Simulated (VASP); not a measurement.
TiC: single point with PBE

Crystal: TiC.

```
CELL_PARAMETERS angstrom
0.00000 2.22062 2.22062
2.22062 0.00000 2.22062
2.22062 2.22062 0.00000
ATOMIC_POSITIONS crystal
Ti 0.00000 0.00000 0.00000
C 0.50000 0.50000 0.50000
```

This cell differs from its parent crystal: strain +0.025 along x and y, +0.025 along z.

```
Program             : VASP 6.6.1
Task                : single point
Functional          : PBE
Potentials or basis : VASP PAW PBE potentials, release 64 (Ti_sv, C)
Cutoff              : 520 eV
k mesh              : 24 × 24 × 24
Occupations         : gaussian, width 0.15 eV
Spin                : no spin polarisation
```

```
Pressure               : -15.9 GPa
Band gap on the k mesh : zero (band 8 reaches 9.21 eV, above the bottom of band 9 at 8.16 eV)
```

Levels at points of the mesh, in eV from the Fermi level:
```
           k point  band 6  band 7  band 8  band 9  band 10  band 11
(0.00, 0.00, 0.00)    0.66    0.66    0.66    1.55     1.55     1.58
(0.50, 0.00, 0.00)   -5.50   -2.67   -2.67    2.62     2.62     3.68
(0.50, 0.50, 0.00)   -3.36   -1.41   -0.09   -0.09     2.43     3.15
```

Wall time 58 s on 1 thread of Intel(R) Xeon(R) Platinum 8488C (Sapphire Rapids), on a shared host, peak memory 0.25 GiB.

Caveat: the cell differs from its parent crystal (strain +0.025 along x and y, +0.025 along z).
